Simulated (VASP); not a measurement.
Write the native input for VASP 6.6.1 that does the following.

```yaml
Task: single point
Functional: PBE
Dispersion: D3(BJ)
Potentials_or_basis: VASP PAW PBE potentials, release 64 (Sn_d, O)
Cutoff: 520 eV
k_mesh: 7 × 7 × 1
Occupations: gaussian, width 0.05 eV
Spin: no spin polarisation
Dipole_correction: yes
Further_INCAR_settings: ALGO = Normal; EDIFF = 1e-07; NBANDS = 50
```

The structure of SnO lies in POSCAR:

```
SnO
1.0
    3.8201630995      0.0000000000      0.0000000000
    0.0000000000      3.8201630995      0.0000000000
    0.0000000000      0.0000000000     22.2260821294
Sn O
4 4
Direct
    0.7500000000      0.2500000000      0.2024648327
    0.2500000000      0.7500000000      0.3087832136
    0.3750000000      0.8750000000      0.4820031260
   -0.1250000000      1.3750000000      0.5883215068
    0.2500000000      0.2500000000      0.2556240231
    0.7500000000      0.7500000000      0.2556240231
   -0.1250000000      0.8750000000      0.5351623164
    0.3750000000      1.3750000000      0.5351623164
```

This cell differs from its parent crystal: layers slid over each other.

One way to write it, as run:

INCAR

```
PREC = Accurate ; ENCUT = 520
EDIFF = 1E-7 ; ISMEAR = 0
SIGMA = 0.05 ; LREAL = False
LASPH = True ; NELM = 60
ALGO = Normal ; ISIF = 2
LWAVE = False ; LCHARG = True
LDIPOL = True ; IDIPOL = 3
DIPOL = 0.5 0.5 0.395 ; GGA = PE
IVDW = 12 ; LELF = True
LVHAR = True ; LVACPOTAV = True
NBANDS = 50
```

KPOINTS

```
Automatic mesh
0
Gamma
  7 7 1
```

Potentials or basis: VASP PAW PBE potentials, release 64 (Sn_d, O).

The run is started by

```sh
$ cat potpaw_PBE.64/Sn_d/POTCAR potpaw_PBE.64/O/POTCAR > POTCAR
$ mpirun -np 1 vasp_std > vasp.out
```

It gave:

- Largest force: 0.123 eV/Å
- Band gap on the k mesh: 2.15 eV (least direct gap 2.42 eV)
- Dispersion energy per atom: -0.158 eV

Caveat: the cell differs from its parent crystal (layers slid over each other); spin-orbit coupling is left out, which moves the levels of the heavy elements.

It took 5 min on 1 thread of Intel(R) Xeon(R) Platinum 8488C (Sapphire Rapids), on a shared host, peak memory 0.44 GiB.
